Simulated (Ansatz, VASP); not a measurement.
# Two plane-wave programs on InP

Contents of INCAR:

```
PREC     = Accurate       # precision mode
ENCUT    = 520            # plane-wave cutoff, eV
EDIFF    = 1E-7           # SCF threshold, eV
ISMEAR   = 0              # smearing method
SIGMA    = 0.05           # smearing width, eV
LREAL    = F              # projectors in reciprocal space
LASPH    = T              # aspherical terms in the spheres
NELM     = 100            # most SCF steps
ALGO     = Normal         # electronic algorithm
ISIF     = 2              # what is computed and relaxed
LWAVE    = F              # write WAVECAR
LCHARG   = F              # write CHGCAR
GGA      = PE             # functional
NBANDS   = 16             # bands
```

File KPOINTS:

```
Automatic mesh
0
Gamma
  14 14 14
```

File POSCAR:

```
InP
1.0
    0.0000000000      2.7700169342      2.7700169342
    2.7700169342      0.0000000000      2.7700169342
    2.7700169342      2.7700169342      0.0000000000
In P
1 1
Direct
    0.0000000000      0.0000000000      0.0000000000
    0.5000000000      0.5000000000      0.5000000000
```

Input for Ansatz:

```yaml
crystal:
  lattice:
    - [0.0, 2.7700169342, 2.7700169342]
    - [2.7700169342, 0.0, 2.7700169342]
    - [2.7700169342, 2.7700169342, 0.0]
  atoms:
    - { symbol: In, position: [0.0, 0.0, 0.0] }
    - { symbol: P, position: [0.5, 0.5, 0.5] }
basis:
  ecutwfc: 420
  ecutrho_ratio: 4
kpoints:
  mp_grid: { grid: [14, 14, 14] }
hamiltonian:
  xc: pbe
scf:
  occupations: { method: gaussian, width: 0.05 }
output:
  forces: true
  stress: true
  eigenvalues: true
```

Alike in both runs: task single point; functional PBE; k mesh 14 × 14 × 14; occupations gaussian, width 0.05 eV; no spin polarisation.

|  | VASP | Ansatz |
| --- | --- | --- |
| version | VASP 6.6.1 | Ansatz 0.2.0 |
| potentials or method | VASP PAW PBE potentials, release 64 (In_d, P), cutoff 520 eV | scalar-relativistic, plane waves, PAW |
| valence electrons in the cell | 18 | 18 |

```tsv
	VASP	Ansatz	Ansatz less VASP
gap on the k mesh at the Fermi level (eV)	none	none	-
pressure (GPa)	0.0	0.0	+0.03
```

A gap of «none» marks a metal or a gap that the smearing closes. With one functional, cell and mesh, what is left measures potentials, basis and numerics.
